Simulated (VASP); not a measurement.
NaCl, 2 atoms in the cell. The structure is cubic, space group Pm-3m (No. 221). The conventional cell has a = 3.460 Å, b = 3.460 Å, c = 3.460 Å, α = 90.00°, β = 90.00°, γ = 90.00°. Within 3.9 Å of Na (site symmetry m-3m) lie 8 Cl at 3.00 Å and 6 Na at 3.46 Å. Cl (site symmetry m-3m) has 8 Na at 3.00 Å and 6 Cl at 3.46 Å within 3.9 Å. 

* Program: VASP 6.6.1
* Task: single point
* Functional: r2SCAN
* Potentials or basis: VASP PAW PBE potentials, release 64 (Na_pv, Cl)
* Cutoff: 520 eV
* k mesh: 6 × 6 × 6
* Occupations: fermi-dirac, width 0.02 eV
* Spin: no spin polarisation
* Dipole correction: no
* Further INCAR settings: ALGO = Normal; EDIFF = 1e-06; NBANDS = 14

Potentials or basis: VASP PAW PBE potentials, release 64 (Na_pv, Cl).

Command:

```bash
$ cat potpaw_PBE.64/Na_pv/POTCAR potpaw_PBE.64/Cl/POTCAR > POTCAR
$ cp INCAR.step1 INCAR
$ mpirun -np 1 vasp_std > vasp.out
$ cp INCAR.step2 INCAR
$ mpirun -np 1 vasp_std > vasp.out
```

Hardware: 1 thread of Intel Xeon 8259CL, with other jobs on the host.

Task: Estimate the wall time of this run.

Result: It took 52 s on 1 thread of Intel Xeon 8259CL, on a shared host, peak memory 0.16 GiB. Counts: k points 20.
